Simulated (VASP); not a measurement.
MgI2:

```
CELL_PARAMETERS angstrom
2.07868 1.20013 6.89235
-2.07868 1.20013 6.89235
0.00000 -2.40025 6.89235
ATOMIC_POSITIONS crystal
Mg 0.00000 0.00000 0.00000
I 0.25269 0.25269 0.25269
I 0.74731 0.74731 0.74731
```

Base run:

| Item | Value |
| --- | --- |
| Program | VASP 6.6.1 |
| Functional | PBEsol |
| Potentials or basis | VASP PAW PBE potentials, release 64 (Mg, I) |
| Cutoff | 600 eV |
| k mesh | 6 × 6 × 6 |
| Occupations | gaussian, width 0.01 eV |
| Spin | no spin polarisation |

Its results: band gap on the k mesh 3.19 eV (least direct gap 3.58 eV); pressure -0.3 GPa; largest force 0.068 eV/Å.

**Question.** The run is repeated on the same cell with these changes: functional from PBEsol to r2SCAN; cutoff from 600 eV to 660 eV. What comes out?

**Answer.** Band gap on the k mesh 3.81 eV (least direct gap 4.24 eV); pressure 0.5 GPa; largest force 0.044 eV/Å.

Caveats: the PAW data sets were made with another functional, which shifts forces and pressure a little; spin-orbit coupling is left out, which moves the levels of the heavy elements.

A k mesh can miss the band edges.
